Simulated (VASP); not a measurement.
Here is a VASP 6.6.1 calculation.

The input INCAR:

```
SYSTEM = AlNi
PREC = Accurate ; ENCUT = 520
EDIFF = 1E-7 ; ISMEAR = 0
SIGMA = 0.15 ; LREAL = .False.
LASPH = .True. ; NELM = 60
ALGO = Fast ; ISIF = 2
LWAVE = .False. ; LCHARG = .False.
GGA = PS ; NBANDS = 14
```

File KPOINTS:

```
regular mesh
0
Gamma
  20 20 20
  0 0 0
```

Contents of POSCAR:

```
AlNi
1.0
    2.8621655516      0.0000000000     -0.0572433110
    0.0000000000      2.8621655516      0.0000000000
   -0.0572433110      0.0000000000      2.8621655516
Al Ni
1 1
Direct
    0.0000000000      0.0000000000      0.0000000000
    0.5000000000      0.5000000000      0.5000000000
```

Potentials or basis: VASP PAW PBE potentials, release 64 (Al, Ni).

Launch:

```sh
$ cat potpaw_PBE.64/Al/POTCAR potpaw_PBE.64/Ni/POTCAR > POTCAR
$ mpirun -np 1 vasp_std > vasp.out
```

Question: Predict the band gap on the k mesh.

Answer: Zero (an odd number of electrons rules out a gap without spin polarisation).

Question: Predict the pressure.

Answer: 0.5 GPa.

Stress tensor (GPa, compression positive):
```
0.42 0.00 5.08
0.00 0.54 0.00
5.08 0.00 0.42
```

Caveat: the cell differs from its parent crystal (strain -0.0400 x Voigt [0, 0, 0, 0, 1, 0]); the PAW data sets were made with another functional, which shifts forces and pressure a little. Spin polarisation is off, so any magnetic state and its effect on volume and gap are missing.
